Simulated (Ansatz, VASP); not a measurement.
## SrTiO3 in VASP and in Ansatz

POSCAR

```
SrTiO3
1.0
    3.9127013100      0.0000000000      0.0000000000
    0.0000000000      3.9127013100      0.0000000000
    0.0000000000      0.0000000000      3.9127013100
Sr Ti O
1 1 3
Direct
    0.0000000000      0.0000000000      0.0000000000
    0.5000000000      0.5000000000      0.5000000000
    0.5000000000      0.0000000000      0.5000000000
    0.5000000000      0.5000000000      0.0000000000
    0.0000000000      0.5000000000      0.5000000000
```

Contents of INCAR.step1:

```
SYSTEM = SrTiO3
PREC = Accurate
ENCUT = 600
ISMEAR = 0
SIGMA = 0.02
LREAL = .False.
LASPH = .True.
NELM = 150
LMAXMIX = 4
LDAU = .True.
LDAUTYPE = 2
LDAUL = -1 2 -1
LDAUU = 0 4 0
LDAUJ = 0 0 0
GGA = PE
ALGO = Normal
EDIFF = 1E-4
LWAVE = .True.
LCHARG = .False.
```

File INCAR.step2:

```
SYSTEM = SrTiO3
PREC = Accurate
ENCUT = 600
EDIFF = 1E-6
ISMEAR = 0
SIGMA = 0.02
LREAL = .False.
LASPH = .True.
NELM = 150
ALGO = Normal
ISIF = 3
LWAVE = .False.
LCHARG = .False.
LMAXMIX = 4
LDAU = .True.
LDAUTYPE = 2
LDAUL = -1 2 -1
LDAUU = 0 4 0
LDAUJ = 0 0 0
LDAUPRINT = 1
METAGGA = R2SCAN
LMIXTAU = .True.
IBRION = 2
NSW = 100
EDIFFG = -0.005
ISTART = 1
```

File KPOINTS:

```
regular mesh
0
Gamma
  6 6 6
  0 0 0
```

Input for Ansatz:

```yaml
crystal:
  lattice:
    - [3.91270131, 0.0, 0.0]
    - [0.0, 3.91270131, 0.0]
    - [0.0, 0.0, 3.91270131]
  atoms:
    - { symbol: Sr, position: [0.0, 0.0, 0.0] }
    - { symbol: Ti, position: [0.5, 0.5, 0.5] }
    - { symbol: O, position: [0.5, 0.0, 0.5] }
    - { symbol: O, position: [0.5, 0.5, 0.0] }
    - { symbol: O, position: [0.0, 0.5, 0.5] }
basis:
  ecutwfc: 500
kpoints:
  mp_grid: { grid: [6, 6, 6] }
hamiltonian:
  xc: r2scan
  hubbard: { sites: [{ species: Ti, l: d, u_eff: 4.0 }] }
scf:
  occupations: { method: gaussian, width: 0.02 }
output:
  forces: true
  stress: true
  eigenvalues: true
  write_density: true
  write_potential: true
  elf: true
  volumetric_format: npy
relax:
  adjacent_minimum: "off"
  f_tol: 0.005
  max_steps: 80
  cell: { stress_tol: 0.05 }
```

Alike in both runs: task relaxation of cell and atoms; functional r2SCAN; k mesh 6 × 6 × 6; occupations gaussian, width 0.02 eV; no spin polarisation; Hubbard terms Ti d U = 4.0 eV.

|  | VASP | Ansatz |
| --- | --- | --- |
| version | VASP 6.6.1 | Ansatz 0.2.0 |
| potentials or method | VASP PAW PBE potentials, release 64 (Sr_sv, Ti_sv, O), cutoff 600 eV | scalar-relativistic, plane waves, PAW |
| valence electrons in the cell | 40 | 40 |

|  | VASP | Ansatz | Ansatz less VASP |
| --- | --- | --- | --- |
| gap on the k mesh at the Fermi level, each at its own relaxed structure (eV) | 2.80 | 2.78 | -0.013 |
| relaxed volume (Å³/atom) | 12.22 | 12.03 | -0.195 |
| relaxed length of the cell vector where the two differ most in proportion (Å) | 3.939 | 3.918 | -0.0211 |

VASP's potentials were made for PBE, not for r2SCAN. The programs project onto different local orbitals, so the same U acts differently, and such runs can settle in different states.
